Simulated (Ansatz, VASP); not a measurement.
**SiB2: VASP beside Ansatz**

File INCAR:

```
PREC     = Accurate       # precision mode
ENCUT    = 500            # plane-wave cutoff, eV
EDIFF    = 1E-7           # SCF threshold, eV
ISMEAR   = 0              # smearing method
SIGMA    = 0.1            # smearing width, eV
LREAL    = F              # projectors in reciprocal space
LASPH    = T              # aspherical terms in the spheres
NELM     = 120            # most SCF steps
ALGO     = Normal         # electronic algorithm
ISIF     = 3              # what is computed and relaxed
LWAVE    = F              # write WAVECAR
LCHARG   = F              # write CHGCAR
GGA      = PE             # functional
IBRION   = 2              # ionic algorithm
NSW      = 90             # ionic steps
EDIFFG   = -0.04          # ionic threshold
GGA_COMPAT= F            
NELMIN   = 4
```

File KPOINTS:

```
regular mesh
0
Gamma
  4 4 4
```

Contents of POSCAR:

```
SiB2
1.0
    4.1388060500      0.0000000000      0.0000000000
    0.0000000000      4.1388060500      0.0000000000
    0.0000000000      0.0000000000      4.1265827000
Si B
2 4
Direct
    0.5000000000      0.5000000000      0.0000000000
    0.0000000000      0.0000000000      0.5000000000
    0.1548886100      0.3451113900      0.2500000000
    0.8451113900      0.6548886100      0.2500000000
    0.3451113900      0.8451113900      0.7500000000
    0.6548886100      0.1548886100      0.7500000000
```

Input for Ansatz:

```yaml
crystal:
  lattice:
    - [4.13880605, 0.0, 0.0]
    - [0.0, 4.13880605, 0.0]
    - [0.0, 0.0, 4.1265827]
  atoms:
    - { symbol: Si, position: [0.5, 0.5, 0.0] }
    - { symbol: Si, position: [0.0, 0.0, 0.5] }
    - { symbol: B, position: [0.15488861, 0.34511139, 0.25] }
    - { symbol: B, position: [0.84511139, 0.65488861, 0.25] }
    - { symbol: B, position: [0.34511139, 0.84511139, 0.75] }
    - { symbol: B, position: [0.65488861, 0.15488861, 0.75] }
basis:
  ecutwfc: 420
kpoints:
  mp_grid: { grid: [4, 4, 4] }
hamiltonian:
  xc: pbe
scf:
  occupations: { method: gaussian, width: 0.1 }
  lower_state_search: "off"
output:
  forces: true
  stress: true
  eigenvalues: true
relax:
  adjacent_minimum: "off"
  f_tol: 0.04
  max_steps: 70
  cell: { stress_tol: 0.4 }
```

Alike in both runs: task relaxation of cell and atoms; functional PBE; k mesh 4 × 4 × 4; occupations gaussian, width 0.1 eV; no spin polarisation.

```csv
,VASP,Ansatz
version,VASP 6.6.1,Ansatz 0.2.0
potentials or method,"VASP PAW PBE potentials, release 64 (Si, B), cutoff 500 eV","scalar-relativistic, plane waves, PAW"
valence electrons in the cell,20,20
```

```csv
,VASP,Ansatz,Ansatz less VASP
"gap on the k mesh at the Fermi level, each at its own relaxed structure (eV)",none,none,-
relaxed volume (Å³/atom),13.93,13.99,+0.061
relaxed cell length with the largest relative difference (Å),4.060,4.074,+0.0137
```

A gap of «none» marks a metal or a gap that the smearing closes.

The k mesh is coarse, so the values compare programs but aren't converged. Noted on VASP's run: the volume moved by over 15 % at a fixed basis, so the end points are rough.
